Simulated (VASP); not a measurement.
# Co (Fm-3m) in VASP: a series of runs

The runs below take Co through single point, with r2SCAN.

Everything below comes from runs of VASP 6.6.1. Logs are shortened: lines on timing, memory, paths and dates and some standing lists are left out, and cuts for length are marked.

**1. The cell of the first run**

It takes space group Fm-3m (No. 225, cubic). The conventional cell has a = 3.368 Å, b = 3.368 Å, c = 3.368 Å, α = 90.00°, β = 90.00°, γ = 90.00°. Co (site symmetry m-3m) has 12 Co at 2.38 Å within 3.1 Å.

This isn't the form of Co at room conditions, which is hcp.

**2. Single point, r2SCAN, collinear spin, ferromagnetic start (9.55 Å³/atom)**

Input file POSCAR:

```
Co
1.0
    0.0000000000      1.6840521562      1.6840521562
    1.6840521562      0.0000000000      1.6840521562
    1.6840521562      1.6840521562      0.0000000000
Co
1
Direct
    0.0000000000      0.0000000000      0.0000000000
```

Input file INCAR.step1:

```
PREC = Accurate
ENCUT = 520
ISMEAR = -1
SIGMA = 0.05
LREAL = F
LASPH = T
NELM = 150
ISPIN = 2
MAGMOM = 1.954
LMAXMIX = 4
NBANDS = 14
GGA = PE
ALGO = Normal
EDIFF = 1E-4
LWAVE = T
LCHARG = F
```

Input file INCAR.step2:

```
PREC = Accurate
ENCUT = 520
EDIFF = 1E-6
ISMEAR = -1
SIGMA = 0.05
LREAL = F
LASPH = T
NELM = 150
ALGO = Normal
ISIF = 2
LWAVE = F
LCHARG = T
ISPIN = 2
MAGMOM = 1.954
LORBIT = 11
LMAXMIX = 4
METAGGA = R2SCAN
LMIXTAU = T
LELF = T
LVHAR = T
NBANDS = 14
ISTART = 1
```

Input file KPOINTS:

```
Automatic mesh
0
Gamma
  17 17 17
```

Potentials or basis: VASP PAW PBE potentials, release 64 (Co).

Run with:

```sh
$ cat potpaw_PBE.64/Co/POTCAR > POTCAR
$ cp INCAR.step1 INCAR
$ mpirun -np 1 vasp_std > vasp.out
$ cp INCAR.step2 INCAR
$ mpirun -np 1 vasp_std > vasp.out
```

OUTCAR:

```text
PREC = Accurate
   ENCUT = 520
   EDIFF = 1E-6
   ISMEAR = -1
   LREAL = F
   LASPH = T
   NELM = 150
   ISIF = 2
   ISPIN = 2
   LORBIT = 11
   METAGGA = R2SCAN
   ISTART = 1

 ion  position               nearest neighbor table
   1  0.000  0.000  0.000-

  LATTYP: Found a face centered cubic cell.
 ALAT       =     3.3681043124

  Lattice vectors:

 A1 = (   0.0000000000,   1.6840521562,   1.6840521562)
 A2 = (   1.6840521562,   0.0000000000,   1.6840521562)
 A3 = (   1.6840521562,   1.6840521562,   0.0000000000)

Analysis of symmetry for initial positions (statically):
=====================================================================
 Subroutine PRICEL returns:
 Original cell was already a primitive cell.

 Routine SETGRP: Setting up the symmetry group for a
 face centered cubic supercell.

 Subroutine GETGRP returns: Found 48 space group operations
 (whereof 48 operations were pure point group operations)
 out of a pool of 48 trial point group operations.

The static configuration has the point symmetry O_h .

Analysis of symmetry for dynamics (positions and initial velocities):
=====================================================================
 Subroutine PRICEL returns:
 Original cell was already a primitive cell.

 Routine SETGRP: Setting up the symmetry group for a
 face centered cubic supercell.

 Subroutine GETGRP returns: Found 48 space group operations
 (whereof 48 operations were pure point group operations)
 out of a pool of 48 trial point group operations.

The dynamic configuration has the point symmetry O_h .

Analysis of structural, dynamic, and magnetic symmetry:
=====================================================================
 Subroutine PRICEL returns:
 Original cell was already a primitive cell.

 Routine SETGRP: Setting up the symmetry group for a
 face centered cubic supercell.

 Subroutine GETGRP returns: Found 48 space group operations
 (whereof 48 operations were pure point group operations)
 out of a pool of 48 trial point group operations.

The overall configuration has the point symmetry O_h .

 Subroutine INISYM returns: Found 48 space group operations
 (whereof 48 operations are pure point group operations),
 and found     1 'primitive' translations

----------------------------------------------------------------------------------------

                                     Primitive cell

  volume of cell :       9.5521

  direct lattice vectors                    reciprocal lattice vectors
[... 123 lines left out ...]
 number of electron       9.0000006 magnetization       1.7226113

 Free energy of the ion-electron system (eV)
  ---------------------------------------------------
  ext. energy  EPLUGINS =         0.00000000
  ---------------------------------------------------
  free energy    TOTEN  =       -13.11322186 eV

  energy without entropy =      -13.10609159  energy(sigma->0) =      -13.10965672

 E-fermi :  12.5086     XC(G=0): -15.5515

 val. band max:       12.5013849935   @ k =  -0.2353   0.2941   0.0588
 cond. band min:      12.5092352210   @ k =  -0.4118   0.2941   0.0588
 fundamental gap:      0.0078502275
 Fermi energy:        12.5086411066

 spin component 1

 k-point     1 :       0.0000    0.0000    0.0000
  band No.  band energies     occupation
      1       2.0595      1.00000
      2       8.7661      1.00000
      3       8.7661      1.00000
      4       8.7661      1.00000
      5       9.8616      1.00000
      6       9.8616      1.00000
      7      37.2140      0.00000
      8      42.7245      0.00000
      9      42.7246      0.00000
     10      42.7246      0.00000
     11      43.9578      0.00000
     12      46.3613      0.00000
     13      46.3614      0.00000
     14      46.3614      0.00000
[... 379 lines left out ...]
      3       8.9740      1.00000
      4       8.9819      1.00000
      5       9.6754      1.00000
      6       9.9494      1.00000
      7      34.7257      0.00000
      8      37.5106      0.00000
      9      41.1402      0.00000
     10      43.4487      0.00000
     11      44.0204      0.00000
     12      45.6455      0.00000
     13      46.8238      0.00000
     14      50.3507      0.00000

 [... further k-points ...]

 spin component 2

 k-point     1 :       0.0000    0.0000    0.0000
  band No.  band energies     occupation
      1       1.6165      1.00000
      2      10.8393      1.00000
      3      10.8393      1.00000
      4      10.8393      1.00000
      5      13.1522      0.00000
      6      13.1522      0.00000
      7      37.0275      0.00000
      8      43.5812      0.00000
      9      43.5814      0.00000
     10      43.5814      0.00000
     11      47.1575      0.00000
     12      47.1576      0.00000
     13      47.1576      0.00000
     14      48.6694      0.00000
[... 379 lines left out ...]
      3      11.0963      1.00000
      4      11.1098      1.00000
      5      12.8951      0.00044
      6      13.1805      0.00000
      7      35.0670      0.00000
      8      37.8956      0.00000
      9      41.7941      0.00000
     10      44.2992      0.00000
     11      46.0417      0.00000
     12      47.6105      0.00000
     13      51.0371      0.00000
     14      51.5671      0.00000

 [... further k-points ...]

------------------------ aborting loop because EDIFF is reached ----------------------------------------

  FORCE on cell =-STRESS in cart. coord.  units (eV):
  Direction    XX          YY          ZZ          XY          YZ          ZX
  --------------------------------------------------------------------------------------
  -------------------------------------------------------------------------------------
  Total        2.0388890      2.0388890      2.0388890      0.0000000      0.0000000      0.0000000
  in kB      341.9853914    341.9853914    341.9853914      0.0000000      0.0000000      0.0000000
  external PRESSURE =     341.9853914 kB  Pullay stress =       0.0000000 kB

 VOLUME and BASIS-vectors are now :
 -----------------------------------------------------------------------------
  energy-cutoff  :      520.00
  volume of cell :        9.55
      direct lattice vectors                 reciprocal lattice vectors
     0.000000000  1.684052156  1.684052156    -0.296902918  0.296902918  0.296902918
     1.684052156  0.000000000  1.684052156     0.296902918 -0.296902918  0.296902918
     1.684052156  1.684052156  0.000000000     0.296902918  0.296902918 -0.296902918

 POSITION                                       TOTAL-FORCE (eV/Angst)
 -----------------------------------------------------------------------------------
      0.00000      0.00000      0.00000        -0.000000      0.000000      0.000000
 -----------------------------------------------------------------------------------
    total drift:                                0.000000     -0.000000      0.000000

  FREE ENERGIE OF THE ION-ELECTRON SYSTEM (eV)
  ---------------------------------------------------
  free  energy   TOTEN  =       -13.1132218553 eV

  energy  without entropy=      -13.1060915940  energy(sigma->0) =      -13.10965672

 total charge

# of ion       s       p       d       tot
------------------------------------------
    1        0.570   0.686   7.325   8.581

 magnetization (x)

# of ion       s       p       d       tot
------------------------------------------
    1       -0.007  -0.068   1.825   1.750
```

Wall time 7.3 min (1 thread of AMD EPYC 7R13, shared host); peak memory 0.12 GiB.

Results:

| Quantity | Value |
| --- | --- |
| Free energy | -13.1132 eV |
| Pressure | 34.2 GPa |
| Net moment | 1.72 μB per cell |
| Site moments | Co +1.75 μB |
| Valence electrons inside the program's atomic spheres | Co 8.58 |

Levels at points of the mesh, in eV from the Fermi level:
Spin up:
| k point | band 3 | band 4 | band 5 | band 6 | band 7 | band 8 |
| --- | --- | --- | --- | --- | --- | --- |
| (0.00, 0.00, 0.00) | -3.74 | -3.74 | -2.65 | -2.65 | 24.71 | 30.22 |
Spin down:
```tsv
k point	band 1	band 2	band 3	band 4	band 5	band 6	band 7	band 8	band 9
(0.00, 0.00, 0.00)	-10.89	-1.67	-1.67	-1.67	0.64	0.64	24.52	31.07	31.07
```

Caveat: the cell stands under pressure; the PAW data sets were made with another functional, which shifts forces and pressure a little.

**3. Single point, r2SCAN, collinear spin, ferromagnetic start (9.99 Å³/atom)**

This run uses another cell than the first one, of 9.99 Å³/atom.

Input file POSCAR:

```
Co
1.0
    0.0000000000      1.7091909692      1.7091909692
    1.7091909692      0.0000000000      1.7091909692
    1.7091909692      1.7091909692      0.0000000000
Co
1
Direct
    0.0000000000      0.0000000000      0.0000000000
```

Input file INCAR.step1:

```
SYSTEM = Co
PREC = Accurate
ENCUT = 520
ISMEAR = -1
SIGMA = 0.05
LREAL = .False.
LASPH = .True.
NELM = 150
ISPIN = 2
MAGMOM = 1.954
LMAXMIX = 4
NBANDS = 14
GGA = PE
ALGO = Normal
EDIFF = 1E-4
LWAVE = .True.
LCHARG = .False.
```

Input file INCAR.step2:

```
SYSTEM = Co
PREC = Accurate
ENCUT = 520
EDIFF = 1E-6
ISMEAR = -1
SIGMA = 0.05
LREAL = .False.
LASPH = .True.
NELM = 150
ALGO = Normal
ISIF = 2
LWAVE = .False.
LCHARG = .False.
ISPIN = 2
MAGMOM = 1.954
LORBIT = 11
LMAXMIX = 4
METAGGA = R2SCAN
LMIXTAU = .True.
NBANDS = 14
ISTART = 1
```

Input file KPOINTS:

```
Automatic mesh
0
Gamma
  17 17 17
  0 0 0
```

Potentials or basis: VASP PAW PBE potentials, release 64 (Co).

Run with:

```sh
$ cat potpaw_PBE.64/Co/POTCAR > POTCAR
$ cp INCAR.step1 INCAR
$ mpirun -np 1 vasp_std > vasp.out
$ cp INCAR.step2 INCAR
$ mpirun -np 1 vasp_std > vasp.out
```

OUTCAR:

```text
SYSTEM = Co
   PREC = Accurate
   ENCUT = 520
   EDIFF = 1E-6
   ISMEAR = -1
   LREAL = .False.
   LASPH = .True.
   NELM = 150
   ISIF = 2
   ISPIN = 2
   LORBIT = 11
   METAGGA = R2SCAN
   ISTART = 1

 ion  position               nearest neighbor table
   1  0.000  0.000  0.000-

  LATTYP: Found a face centered cubic cell.
 ALAT       =     3.4183819384

  Lattice vectors:

 A1 = (   0.0000000000,   1.7091909692,   1.7091909692)
 A2 = (   1.7091909692,   0.0000000000,   1.7091909692)
 A3 = (   1.7091909692,   1.7091909692,   0.0000000000)

Analysis of symmetry for initial positions (statically):
=====================================================================
 Subroutine PRICEL returns:
 Original cell was already a primitive cell.

 Routine SETGRP: Setting up the symmetry group for a
 face centered cubic supercell.

 Subroutine GETGRP returns: Found 48 space group operations
 (whereof 48 operations were pure point group operations)
 out of a pool of 48 trial point group operations.

The static configuration has the point symmetry O_h .

Analysis of symmetry for dynamics (positions and initial velocities):
=====================================================================
 Subroutine PRICEL returns:
 Original cell was already a primitive cell.

 Routine SETGRP: Setting up the symmetry group for a
 face centered cubic supercell.

 Subroutine GETGRP returns: Found 48 space group operations
 (whereof 48 operations were pure point group operations)
 out of a pool of 48 trial point group operations.

The dynamic configuration has the point symmetry O_h .

Analysis of structural, dynamic, and magnetic symmetry:
=====================================================================
 Subroutine PRICEL returns:
 Original cell was already a primitive cell.

 Routine SETGRP: Setting up the symmetry group for a
 face centered cubic supercell.

 Subroutine GETGRP returns: Found 48 space group operations
 (whereof 48 operations were pure point group operations)
 out of a pool of 48 trial point group operations.

The overall configuration has the point symmetry O_h .

[... 161 lines left out ...]
      7      36.1216      0.00000
      8      41.2617      0.00000
      9      41.2617      0.00000
     10      41.2618      0.00000
     11      43.0819      0.00000
     12      44.6352      0.00000
     13      44.6353      0.00000
     14      44.6353      0.00000
[... 379 lines left out ...]
      3       8.3416      1.00000
      4       8.3572      1.00000
      5       8.9095      1.00000
      6       9.1713      1.00000
      7      33.4305      0.00000
      8      36.1826      0.00000
      9      39.7134      0.00000
     10      41.9356      0.00000
     11      43.1670      0.00000
     12      44.1059      0.00000
     13      45.1490      0.00000
     14      48.7372      0.00000

 [... further k-points ...]

 spin component 2

 k-point     1 :       0.0000    0.0000    0.0000
  band No.  band energies     occupation
      1       1.1928      1.00000
      2      10.1963      1.00000
      3      10.1963      1.00000
      4      10.1963      1.00000
      5      12.5752      0.00000
      6      12.5753      0.00000
      7      35.9562      0.00000
      8      42.1953      0.00000
      9      42.1954      0.00000
     10      42.1954      0.00000
     11      45.3950      0.00000
     12      45.3950      0.00000
     13      45.3950      0.00000
     14      47.1684      0.00000
[... 379 lines left out ...]
      3      10.4388      1.00000
      4      10.4553      1.00000
      5      12.3333      0.00006
      6      12.5968      0.00000
      7      33.8002      0.00000
      8      36.6036      0.00000
      9      40.3852      0.00000
     10      42.8432      0.00000
     11      44.4660      0.00000
     12      45.9092      0.00000
     13      49.4171      0.00000
     14      50.7233      0.00000

 [... further k-points ...]

------------------------ aborting loop because EDIFF is reached ----------------------------------------

  FORCE on cell =-STRESS in cart. coord.  units (eV):
  Direction    XX          YY          ZZ          XY          YZ          ZX
  --------------------------------------------------------------------------------------
  -------------------------------------------------------------------------------------
  Total        1.2554890      1.2554890      1.2554890      0.0000000      0.0000000     -0.0000000
  in kB      201.4288792    201.4288792    201.4288792      0.0000000      0.0000000     -0.0000000
  external PRESSURE =     201.4288792 kB  Pullay stress =       0.0000000 kB

 VOLUME and BASIS-vectors are now :
 -----------------------------------------------------------------------------
  energy-cutoff  :      520.00
  volume of cell :        9.99
      direct lattice vectors                 reciprocal lattice vectors
     0.000000000  1.709190969  1.709190969    -0.292536065  0.292536065  0.292536065
     1.709190969  0.000000000  1.709190969     0.292536065 -0.292536065  0.292536065
     1.709190969  1.709190969  0.000000000     0.292536065  0.292536065 -0.292536065

 POSITION                                       TOTAL-FORCE (eV/Angst)
 -----------------------------------------------------------------------------------
      0.00000      0.00000      0.00000         0.000000     -0.000000      0.000000
 -----------------------------------------------------------------------------------
    total drift:                                0.000000     -0.000000      0.000000

  FREE ENERGIE OF THE ION-ELECTRON SYSTEM (eV)
  ---------------------------------------------------
  free  energy   TOTEN  =       -13.1859341833 eV

  energy  without entropy=      -13.1788347380  energy(sigma->0) =      -13.18238446

 total charge

# of ion       s       p       d       tot
------------------------------------------
    1        0.549   0.644   7.280   8.473

 magnetization (x)

# of ion       s       p       d       tot
------------------------------------------
    1       -0.004  -0.063   1.872   1.805
```

OUTCAR.step1:

```text
SYSTEM = Co
   PREC = Accurate
   ENCUT = 520
   ISMEAR = -1
   LREAL = .False.
   LASPH = .True.
[... 1054 lines left out ...]
 -----------------------------------------------------------------------------------
      0.00000      0.00000      0.00000         0.000000      0.000000      0.000000
 -----------------------------------------------------------------------------------
    total drift:                                0.000000     -0.000000      0.000000

  FREE ENERGIE OF THE ION-ELECTRON SYSTEM (eV)
  ---------------------------------------------------
  free  energy   TOTEN  =        -6.9663149562 eV

  energy  without entropy=       -6.9565406591  energy(sigma->0) =       -6.96142781
```

OSZICAR.step1:

```text
N       E                     dE             d eps       ncg     rms          rms(c)
DAV:   1     0.282783547063E+02    0.28278E+02   -0.37515E+03  9658   0.776E+02
DAV:   2    -0.679117717221E+01   -0.35070E+02   -0.32606E+02 10014   0.151E+02
DAV:   3    -0.794372302372E+01   -0.11525E+01   -0.11405E+01 11700   0.285E+01
DAV:   4    -0.795025686802E+01   -0.65338E-02   -0.65327E-02 11422   0.203E+00
DAV:   5    -0.795032749698E+01   -0.70629E-04   -0.70628E-04 12156   0.200E-01    0.115E+01
DAV:   6    -0.711200809775E+01    0.83832E+00   -0.10518E+01 12350   0.371E+01    0.437E+00
DAV:   7    -0.698658022145E+01    0.12543E+00   -0.99836E-01 11110   0.107E+01    0.268E+00
DAV:   8    -0.697284299536E+01    0.13737E-01   -0.12390E-02 12756   0.739E-01    0.145E+00
DAV:   9    -0.696631268453E+01    0.65303E-02   -0.62062E-03 13796   0.523E-01    0.303E-01
DAV:  10    -0.696631778222E+01   -0.50977E-05   -0.10047E-03 12306   0.229E-01    0.138E-01
DAV:  11    -0.696631495619E+01    0.28260E-05   -0.69498E-05  7428   0.790E-02
   1 F= -.69663150E+01 E0= -.69614278E+01  d E =-.977430E-02  mag=     1.5630
```

Run time: 7.1 min. Hardware: 1 thread of AMD EPYC 7R13, shared host; peak memory 0.13 GiB.

Results:

```yaml
Free_energy: -13.1859 eV
Pressure: 20.1 GPa
Net_moment: 1.77 μB per cell
Site_moments: Co +1.80 μB
Valence_electrons_inside_the_program's_atomic_spheres: Co 8.47
```

Caveat: the cell stands under pressure; the PAW data sets were made with another functional, which shifts forces and pressure a little.

(Part 1 of 2 ends here.)
